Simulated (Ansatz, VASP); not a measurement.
**La: VASP beside Ansatz**

```
CELL_PARAMETERS angstrom
3.75000 0.00000 0.00000
-1.87500 3.24760 0.00000
0.00000 0.00000 6.07000
ATOMIC_POSITIONS crystal
La 0.33333 0.66667 0.25000
La 0.66667 0.33333 0.75000
```

Alike in both runs: task single point; functional PBE; k mesh 11 × 11 × 6; occupations fermi-dirac, width 0.05 eV; no spin polarisation.

|  | VASP | Ansatz |
| --- | --- | --- |
| version | VASP 6.6.1 | Ansatz 0.2.0 |
| potentials or method | VASP PAW PBE potentials, release 64 (La), cutoff 520 eV | all-electron LAPW, non-relativistic |

```tsv
	VASP	Ansatz	Ansatz less VASP
pressure (GPa)	0.5	-2.3	-2.77
traceless stress, the component that is largest in VASP (GPa)	-0.13	-0.23	-0.099
```

Ansatz ran all-electron here, and VASP with PAW potentials.

Spin-orbit coupling is off throughout.
